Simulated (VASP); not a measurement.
A run of VASP 6.6.1 is set up as follows.

File INCAR:

```
SYSTEM = AlGa3As4
ALGO = Normal
EDIFF = 1E-6
EDIFFG = -0.04
ENCUT = 600
GGA = PE
IBRION = 2
ISIF = 3
ISMEAR = 0
ISYM = 0
LASPH = .True.
LCHARG = .False.
LREAL = Auto
LWAVE = .False.
NELM = 60
NSW = 45
PREC = Accurate
SIGMA = 0.1
```

Contents of KPOINTS:

```
k-points
0
Gamma
  3 3 3
  0 0 0
```

POSCAR

```
AlGa3As4
1.0
   -5.7048875790      5.7018867394     -0.0756666164
   -5.7050687928     -0.0758478302      5.7046974930
    0.0750874014      5.7013075244      5.7039370642
Al Ga As
2 6 8
Direct
    0.0003296692      0.0024111182      0.0007743808
    0.0002540428      0.5023558491      0.0008608246
    0.5009062134      0.9995306917      0.9999257330
    0.9995912928      0.9993462038      0.5013094874
    0.5009971591      0.4995852625      0.9998491735
    0.4996022731      0.0006926208      0.5005149021
    0.9991791649      0.4998697300      0.5011982886
    0.4999891544      0.5002389332      0.5006322799
    0.8737821120      0.8745133827      0.3740200258
    0.3741501631      0.8744020515      0.3745543506
    0.8741913423      0.3739672659      0.3741127543
    0.8753872897      0.8753281642      0.8757954918
    0.3738339669      0.3748247815      0.3744543626
    0.3735237436      0.8741431536      0.8747073640
    0.8754224089      0.3753712346      0.8756749625
    0.3736202167      0.3740433903      0.8747415495
```

Potentials or basis: VASP PAW PBE potentials, release 64 (Al, Ga_d, As).

Command:

```bash
$ cat potpaw_PBE.64/Al/POTCAR potpaw_PBE.64/Ga_d/POTCAR potpaw_PBE.64/As/POTCAR > POTCAR
$ mpirun -np 1 vasp_std > vasp.out
```

What does it give for the relaxed cell?

a = 8.124 Å, b = 8.126 Å, c = 8.124 Å, α = 59.98°, β = 60.00°, γ = 59.98°.

Estimate the relaxed volume.

23.69 Å³/atom.

What does it give for the band gap on the k mesh?

0.43 eV.

Final structure:
```
Al Ga As
1.0
    -5.74555    5.74360    0.00114
    -5.74577    0.00095    5.74580
    -0.00116    5.74357    5.74556
Al Ga As
2 6 8
Direct
  0.99971 0.00172 0.00021
  0.99973 0.50164 0.00028
  0.50041 0.99924 0.99958
  0.99918 0.99913 0.50083
  0.50045 0.49929 0.99951
  0.49928 0.00018 0.50014
  0.99885 0.49958 0.50069
  0.49965 0.49976 0.50021
  0.87450 0.87501 0.37428
  0.37451 0.87483 0.37493
  0.87481 0.37463 0.37434
  0.87591 0.87541 0.87634
  0.37422 0.37520 0.37487
  0.37380 0.87478 0.87531
  0.87594 0.37550 0.87622
  0.37380 0.37472 0.87539
```

Caveat: semilocal functionals underestimate gaps, and a narrow one can read as zero.
